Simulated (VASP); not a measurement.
## Re: electric field gradients with LDA

Crystal: Re.

```xyz
2
Lattice="2.5854 0.0000 0.0000 -1.2927 2.2390 0.0000 0.0000 0.0000 4.1341" Properties=species:S:1:pos:R:3 pbc="T T T"
Re    0.0000    1.4927    1.0335
Re    1.2927    0.7463    3.1005
```

This cell differs from its parent crystal: volume scaled by 0.98.

```json
{
  "Program": "VASP 6.6.1",
  "Task": "electric field gradients",
  "Functional": "LDA",
  "Potentials or basis": "VASP PAW LDA potentials, release 64 (Re)",
  "Cutoff": "520 eV",
  "k mesh": "14 × 14 × 8",
  "Occupations": "fermi-dirac, width 0.05 eV",
  "Spin": "no spin polarisation",
  "Dipole correction": "no",
  "Further INCAR settings": "ALGO = Normal; EDIFF = 1e-08; NBANDS = 14"
}
```

| Quantity | Value |
| --- | --- |
| Pressure | 113.5 GPa |
| Band gap on the k mesh | zero (band 7 reaches 12.69 eV, above the bottom of band 8 at 8.20 eV) |

Stress tensor (GPa, compression positive):
```
111.14   0.00   0.00
  0.00 111.14   0.00
  0.00   0.00 118.21
```

Levels at points of the mesh, in eV from the Fermi level:
```csv
k point,band 3,band 4,band 5,band 6,band 7,band 8,band 9,band 10,band 11,band 12
"(0.00, 0.00, 0.00)",-2.31,-2.31,-2.09,-1.10,-1.10,0.00,0.00,1.61,4.35,4.35
"(0.50, 0.00, 0.00)",-6.92,-2.86,-1.59,-1.55,-0.61,5.24,6.03,6.04,8.20,9.31
"(0.00, 0.00, 0.50)",-2.89,-2.89,-2.50,-2.50,-2.50,-2.50,3.39,3.39,3.39,3.39
"(0.50, 0.00, 0.50)",-5.48,-5.48,0.34,0.34,1.65,1.65,5.70,5.70,6.42,6.42
```

Electric field gradients, principal values (V/Å²):
```tsv
atom	least	middle	greatest (by size)
1 Re	51.426	51.427	-102.853
2 Re	51.426	51.427	-102.853
```

Wall time 30 s on 1 thread of Intel(R) Xeon(R) Platinum 8259CL CPU @ 2.50GHz (Skylake/Cascade Lake), with other jobs on the host, peak memory 0.15 GiB.

Caveat: without QUAD_EFG the Cq values of the log hold for a quadrupole moment of 1 mb, not for the nuclei; spin-orbit coupling is left out, which moves the levels of the heavy elements.
